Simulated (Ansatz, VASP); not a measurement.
## Sn3Te in VASP and in Ansatz

```xyz
4
Lattice="4.7831 0.0000 0.0000 0.0000 4.7831 0.0000 0.0000 0.0000 4.7831" Properties=species:S:1:pos:R:3 pbc="T T T"
Sn    2.3916    2.3916    0.0000
Sn    2.3916    0.0000    2.3916
Sn    0.0000    2.3916    2.3916
Te    0.0000    0.0000    0.0000
```

Alike in both runs: task single point; functional PBE; k mesh 5 × 5 × 5; occupations fermi-dirac, width 0.1 eV; no spin polarisation.

|  | VASP | Ansatz |
| --- | --- | --- |
| version | VASP 6.6.1 | Ansatz 0.2.0 |
| potentials or method | VASP PAW PBE potentials, release 64 (Sn_d, Te), cutoff 520 eV | plane waves, PAW |
| valence electrons in the cell | 48 | 58 |

Ansatz gave:

| Property | Result |
| --- | --- |
| pressure (GPa) | 3.2 |

Problem. Estimate VASP's values.

Solution. Pressure (GPa): 3.1.

The functional is the same, so the differences come from potentials, cutoffs and numerics. VASP's potentials hold 48 valence electrons a cell and Ansatz's 58, so a difference there can come from the potentials and not from the codes.

Spin-orbit coupling is off throughout.
